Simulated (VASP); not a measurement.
# WSe2 in VASP: notebook

The runs below take WSe2 through single point, with LDA.

Everything below comes from runs of VASP 6.6.1. Logs are shortened: lines on timing, memory, paths and dates and some standing lists are left out, and cuts for length are marked.

### 1 The cell of the first run

The cell holds a slab with vacuum, 6 atoms: a = 3.249 Å, b = 3.249 Å, c = 23.628 Å, α = 90.00°, β = 90.00°, γ = 120.00°.

### 2 Single point, LDA (atoms displaced along several vibrational modes)

Input file INCAR:

```
ALGO = Normal
EDIFF = 1E-7
ENCUT = 520
GGA = CA
ISIF = 2
ISMEAR = 0
LASPH = T
LCHARG = F
LREAL = F
LWAVE = F
NBANDS = 35
NELM = 100
PREC = Accurate
SIGMA = 0.05
```

Input file KPOINTS:

```
k-points
0
Gamma
  9 9 2
```

Input file POSCAR:

```
WSe2
1.0
    3.2486079436      0.0000000000      0.0000000000
   -1.6243039718      2.8133770061      0.0000000000
    0.0000000000      0.0000000000     23.6283233151
W Se
2 4
Direct
    0.6111417626      0.3333333333      0.1354666708
    0.3940790080      0.6666666667      0.8645333292
    0.2656120189      0.6666666667      0.2058884835
    0.7263845326      0.3333333333      0.9351101390
    0.2676243712      0.6666666667      0.0648898610
    0.7282254200      0.3333333333      0.7941115165
```

Potentials or basis: VASP PAW LDA potentials, release 64 (W_sv, Se).

The run is started by

```
$ cat potpaw_LDA.64/W_sv/POTCAR potpaw_LDA.64/Se/POTCAR > POTCAR
$ mpirun -np 1 vasp_std > vasp.out
```

OUTCAR:

```text
EDIFF = 1E-7
   ENCUT = 520
   GGA = CA
   ISIF = 2
   ISMEAR = 0
   LASPH = T
   LREAL = F
   NELM = 100
   PREC = Accurate

 ion  position               nearest neighbor table
   1  0.611  0.333  0.135-   3 2.48   5 2.49   3 2.51   5 2.51   5 2.53   3 2.53
   2  0.394  0.667  0.865-   6 2.51   6 2.51   4 2.51   6 2.51   4 2.51   4 2.51
   3  0.266  0.667  0.206-   1 2.48   1 2.51   1 2.53
   4  0.726  0.333  0.935-   2 2.51   2 2.51   2 2.51
   5  0.268  0.667  0.065-   1 2.49   1 2.51   1 2.53
   6  0.728  0.333  0.794-   2 2.51   2 2.51   2 2.51

  LATTYP: Found a hexagonal cell.
 ALAT       =     3.2486079436
 C/A-ratio  =     7.2733686937

  Lattice vectors:

 A1 = (   3.2486079436,   0.0000000000,   0.0000000000)
 A2 = (  -1.6243039718,   2.8133770061,   0.0000000000)
 A3 = (   0.0000000000,   0.0000000000,  23.6283233151)

Analysis of symmetry for initial positions (statically):
=====================================================================
 Subroutine PRICEL returns:
 Original cell was already a primitive cell.

 Routine SETGRP: Setting up the symmetry group for a
 hexagonal supercell.

 Subroutine GETGRP returns: Found  1 space group operations
 (whereof  1 operations were pure point group operations)
 out of a pool of 24 trial point group operations.

The static configuration has the point symmetry C_1 .

Analysis of symmetry for dynamics (positions and initial velocities):
=====================================================================
 Subroutine PRICEL returns:
 Original cell was already a primitive cell.

 Routine SETGRP: Setting up the symmetry group for a
 hexagonal supercell.

 Subroutine GETGRP returns: Found  1 space group operations
 (whereof  1 operations were pure point group operations)
 out of a pool of 24 trial point group operations.

The dynamic configuration has the point symmetry C_1 .

 Subroutine INISYM returns: Found  1 space group operations
 (whereof  1 operations are pure point group operations),
 and found     1 'primitive' translations

----------------------------------------------------------------------------------------

                                     Primitive cell

  volume of cell :     215.9525

  direct lattice vectors                    reciprocal lattice vectors
     3.248607944  0.000000000  0.000000000     0.307824156  0.177722360  0.000000000
    -1.624303972  2.813377006  0.000000000     0.000000000  0.355444719  0.000000000
     0.000000000  0.000000000 23.628323315     0.000000000  0.000000000  0.042322089

  length of vectors
     3.248607944  3.248607944 23.628323315     0.355444719  0.355444719  0.042322089

  position of ions in fractional coordinates (direct lattice)
     0.611141763  0.333333333  0.135466671
     0.394079008  0.666666667  0.864533329
     0.265612019  0.666666667  0.205888483
     0.726384533  0.333333333  0.935110139
     0.267624371  0.666666667  0.064889861
     0.728225420  0.333333333  0.794111517

  ion indices of the primitive-cell ions
   primitive index   ion index
                 1           1
                 2           2
                 3           3
                 4           4
                 5           5
                 6           6

----------------------------------------------------------------------------------------

 KPOINTS: k-points

Automatic generation of k-mesh.
 Grid dimensions read from file:
 generate k-points for:    9    9    2

 Generating k-lattice:

  Cartesian coordinates                     Fractional coordinates (reciprocal lattice)
     0.034202684  0.019746929  0.000000000     0.111111111 -0.000000000  0.000000000
     0.000000000  0.039493858  0.000000000     0.000000000  0.111111111  0.000000000
     0.000000000  0.000000000  0.021161044     0.000000000  0.000000000  0.500000000

  Length of vectors
     0.039493858  0.039493858  0.021161044

  Shift w.r.t. Gamma in fractional coordinates (k-lattice)
     0.000000000  0.000000000  0.000000000

 Subroutine IBZKPT returns following result:
 ===========================================

 Found     82 irreducible k-points:

 Following reciprocal coordinates:
            Coordinates               Weight
  0.000000  0.000000  0.000000      1.000000
  0.111111  0.000000  0.000000      2.000000
  0.000000  0.111111  0.000000      2.000000
 -0.111111  0.111111  0.000000      2.000000
  0.222222  0.000000  0.000000      2.000000
  0.000000  0.222222  0.000000      2.000000
[... 16 lines left out ...]
  0.333333  0.111111  0.000000      2.000000
 -0.111111  0.444444  0.000000      2.000000
 [... further k-points ...]
   k-points           NKPTS =     82   k-points in BZ     NKDIM =     82   number of bands    NBANDS=     35
   number of dos      NEDOS =    301   number of ions     NIONS =      6
   total plane-waves  NPLWV = 103680
   dimension x,y,z NGX =    24 NGY =   24 NGZ =  180
   dimension x,y,z NGXF=    48 NGYF=   48 NGZF=  360
   ions per type =               2   4
   NGX,Y,Z   is equivalent  to a cutoff of  12.28, 12.28, 12.66 a.u.
   NGXF,Y,Z  is equivalent  to a cutoff of  24.56, 24.56, 25.33 a.u.
 SYSTEM =  unknown system
   PREC   = accura    normal or accurate (medium, high low for compatibility)
   ISTART =      0    job   : 0-new  1-cont  2-samecut
   ICHARG =      2    charge: 1-file 2-atom 10-const
   ISPIN  =      1    spin polarized calculation?
   LNONCOLLINEAR =      F non collinear calculations
   LSORBIT =      F    spin-orbit coupling
   LASPH  =      T    aspherical Exc in radial PAW
   ENCUT  =  520.0 eV  38.22 Ry    6.18 a.u.   6.04  6.04 43.93*2*pi/ulx,y,z
   NELM   =    100;   NELMIN=  2; NELMDL= -5     # of ELM steps
   EDIFF  = 0.1E-06   stopping-criterion for ELM
   LREAL  =      F    real-space projection
   EDIFFG = 0.1E-05   stopping-criterion for IOM
   NSW    =      0    number of steps for IOM
   IBRION =     -1    ionic relax: 0-MD 1-quasi-New 2-CG
   NFREE  =      0    steps in history (QN), initial steepest desc. (CG)
   ISIF   =      2    stress and relaxation
   ISYM   =      2    0-nonsym 1-usesym 2-fastsym
   POTIM  = 0.5000    time-step for ionic-motion
   TEBEG  =    0.0;   TEEND  =   0.0 temperature during run
   PSTRESS=    0.0 pullay stress
   NELECT =      52.0000    total number of electrons
   NUPDOWN=      -1.0000    fix difference up-down
   EMIN   =  10.00;   EMAX   =-10.00  energy-range for DOS
   EFERMI =   0.00;   METHOD = LEGACY
   ISMEAR =     0;   SIGMA  =   0.05  broadening in eV -4-tet -1-fermi 0-gaus
   EFERMI_NEDOS =   21; number of points for ismear=-14 and -15
   IALGO  =     38    algorithm
   IMIX   =      4    mixing-type and parameters
     AMIX     =   0.40;   BMIX     =  1.00
     AMIX_MAG =   1.60;   BMIX_MAG =  1.00
  volume/ion in A,a.u.               =      35.99       242.89
  Fermi-wavevector in a.u.,A,eV,Ry     =   1.018490  1.924666 14.113608  1.037321
  Thomas-Fermi vector in A             =   2.151950
   LORBIT       =      0    0 simple, 1 ext, 2 COOP (PROOUT), +10 PAW based schemes
   GGA     = CA    functional components
   LHFCALC =     F    Hartree Fock is set to
   AEXX    =    0.0000 exact exchange contribution
   IVDW    =     0    specifies the selected vdW correction
   LEPSILON=     F    determine dielectric tensor
   LRPA    =     F    only Hartree local field effects (RPA)
 non-spin polarized calculation
 Gauss-broadening in eV      SIGMA  =   0.05
  energy-cutoff  :      520.00
  volume of cell :      215.95
 maximum number of plane-waves:      5916
   NGX = 13   NGY = 13   NGZ = 87

 number of electron      51.9999998 magnetization

 Free energy of the ion-electron system (eV)
  ---------------------------------------------------
  ext. energy  EPLUGINS =         0.00000000
  ---------------------------------------------------
  free energy    TOTEN  =       -48.34293973 eV

  energy without entropy =      -48.34293973  energy(sigma->0) =      -48.34293973

 E-fermi :   1.3640     XC(G=0):  -6.5296

 val. band max:        1.1496543776   @ k =   0.0000   0.0000   0.0000
 cond. band min:       2.4801382435   @ k =  -0.2222   0.3333   0.0000
 fundamental gap:      1.3304838658
 Fermi energy:         1.3639889244

 k-point     1 :       0.0000    0.0000    0.0000
  band No.  band energies     occupation
      1     -72.5060      2.00000
      2     -72.5032      2.00000
      3     -37.0564      2.00000
      4     -37.0548      2.00000
      5     -36.8820      2.00000
      6     -36.8791      2.00000
[... 27 lines left out ...]
     34       4.3850      0.00000
     35       5.5708      0.00000

 k-point     2 :       0.1111    0.0000    0.0000
  band No.  band energies     occupation
      1     -72.5045      2.00000
      2     -72.5017      2.00000
      3     -37.0501      2.00000
      4     -37.0484      2.00000
      5     -36.9145      2.00000
      6     -36.9119      2.00000
[... 27 lines left out ...]
     34       4.4314      0.00000
     35       6.0179      0.00000

 k-point     3 :       0.0000    0.1111    0.0000
  band No.  band energies     occupation
      1     -72.5045      2.00000
      2     -72.5017      2.00000
      3     -37.0501      2.00000
      4     -37.0485      2.00000
      5     -36.9116      2.00000
      6     -36.9104      2.00000
[... 27 lines left out ...]
     34       4.4798      0.00000
     35       6.0160      0.00000
[... 723 lines left out ...]
 k-point    23 :       0.3333    0.1111    0.0000
  band No.  band energies     occupation
      1     -72.4941      2.00000
      2     -72.4912      2.00000
      3     -37.1205      2.00000
      4     -37.1160      2.00000
      5     -37.0064      2.00000
      6     -37.0041      2.00000
[... 27 lines left out ...]
     34       5.7245      0.00000
     35       6.6266      0.00000

 k-point    24 :      -0.1111    0.4444    0.0000
  band No.  band energies     occupation
      1     -72.4941      2.00000
      2     -72.4913      2.00000
      3     -37.1158      2.00000
      4     -37.1115      2.00000
      5     -37.0064      2.00000
      6     -37.0049      2.00000
[... 27 lines left out ...]
     34       5.6408      0.00000
     35       6.6212      0.00000

 [... further k-points ...]

------------------------ aborting loop because EDIFF is reached ----------------------------------------

  FORCE on cell =-STRESS in cart. coord.  units (eV):
  Direction    XX          YY          ZZ          XY          YZ          ZX
  --------------------------------------------------------------------------------------
  -------------------------------------------------------------------------------------
  Total        0.5465288      0.5853490      0.8711391      0.3203356      0.0913577      0.4949295
  in kB        4.0547634      4.3427749      6.4630864      2.3766088      0.6777940      3.6719419
  external PRESSURE =       4.9535416 kB  Pullay stress =       0.0000000 kB

 VOLUME and BASIS-vectors are now :
 -----------------------------------------------------------------------------
  energy-cutoff  :      520.00
  volume of cell :      215.95
      direct lattice vectors                 reciprocal lattice vectors
     3.248607944  0.000000000  0.000000000     0.307824156  0.177722360  0.000000000
    -1.624303972  2.813377006  0.000000000     0.000000000  0.355444719  0.000000000
     0.000000000  0.000000000 23.628323315     0.000000000  0.000000000  0.042322089

 POSITION                                       TOTAL-FORCE (eV/Angst)
 -----------------------------------------------------------------------------------
      1.44393      0.93779      3.20085        -0.679845     -0.001467     -0.002508
      0.19734      1.87558     20.42747        -0.039959     -0.005586     -0.002192
     -0.22000      1.87558      4.86480         0.383204      0.005817      0.125271
      1.81830      0.93779     22.09508        -0.014555     -0.015412      0.068215
     -0.21346      1.87558      1.53324         0.369380      0.016792     -0.082384
      1.82428      0.93779     18.76352        -0.018226     -0.000143     -0.106403
 -----------------------------------------------------------------------------------
    total drift:                               -0.000508     -0.000003     -0.000174

  FREE ENERGIE OF THE ION-ELECTRON SYSTEM (eV)
  ---------------------------------------------------
  free  energy   TOTEN  =       -48.3429397260 eV

  energy  without entropy=      -48.3429397260  energy(sigma->0) =      -48.34293973
```

It took 8.5 min on 1 thread of Intel Xeon Platinum 8488C (Sapphire Rapids), shared host; peak memory 0.61 GiB.

Results:

```yaml
Free_energy: -48.3429 eV
Largest_force: 0.680 eV/Å
Band_gap_on_the_k_mesh: 1.33 eV (least direct gap 1.69 eV)
```

Forces in eV/Å, atoms in the order of the input:
```
W   -0.680 -0.001 -0.003
W   -0.040 -0.006 -0.002
Se   0.383  0.006  0.125
Se  -0.015 -0.015  0.068
Se   0.369  0.017 -0.082
Se  -0.018  0.000 -0.106
```

Caveat: the cell differs from its parent crystal (atoms displaced along several vibrational modes); there is no dipole correction, which matters where the two faces differ; spin-orbit coupling is left out, which moves the levels of the heavy elements.

### 3 Single point, LDA (atoms displaced along several vibrational modes)

Input file INCAR:

```
PREC = Accurate
ENCUT = 520
EDIFF = 1E-7
ISMEAR = 0
SIGMA = 0.05
LREAL = False
LASPH = True
NELM = 60
ALGO = Normal
ISIF = 2
LWAVE = False
LCHARG = False
GGA = CA
NBANDS = 35
```

Input file KPOINTS:

```
Automatic mesh
0
Gamma
  9 9 2
```

Input file POSCAR:

```
WSe2
1.0
    3.2486079436      0.0000000000      0.0000000000
   -1.6243039718      2.8133770061      0.0000000000
    0.0000000000      0.0000000000     23.6283233151
W Se
2 4
Direct
    0.5556168586      0.3333333333      0.1354666708
    0.4548246827      0.6666666667      0.8645333292
    0.1978907045      0.6666666667      0.2058884835
    0.7861023984      0.3333333333      0.9351101390
    0.2019154091      0.6666666667      0.0648898610
    0.7897841733      0.3333333333      0.7941115165
```

Potentials or basis: VASP PAW LDA potentials, release 64 (W_sv, Se).

The run is started by

```
$ cat potpaw_LDA.64/W_sv/POTCAR potpaw_LDA.64/Se/POTCAR > POTCAR
$ mpirun -np 1 vasp_std > vasp.out
```

Run time: 22 min. Hardware: 1 thread of Intel Xeon 8259CL, shared host; peak memory 0.61 GiB.

Results (log left out):

```
Free energy            : -48.2654 eV
Largest force          : 1.373 eV/Å
Band gap on the k mesh : 1.27 eV (least direct gap 1.69 eV)
```

Forces on the atoms (eV/Å):
```
W   -1.373 -0.010 -0.012
W   -0.063 -0.019 -0.008
Se   0.767  0.023  0.185
Se  -0.010 -0.055 -0.024
Se   0.719  0.061 -0.032
Se  -0.040 -0.001 -0.110
```

Levels at points of the mesh, in eV from the valence-band top:
```csv
k point,band 22,band 23,band 24,band 25,band 26,band 27,band 28,band 29,band 30,band 31
"(0.00, 0.00, 0.00)",-1.37,-1.37,-1.05,-0.83,0.00,2.56,2.84,2.93,2.98,3.12
"(0.00, 0.00, 0.50)",-1.37,-1.37,-1.05,-0.83,0.00,2.56,2.84,2.93,2.98,3.12
```

Caveat: the cell differs from its parent crystal (atoms displaced along several vibrational modes); there is no dipole correction, which matters where the two faces differ; spin-orbit coupling is left out, which moves the levels of the heavy elements.
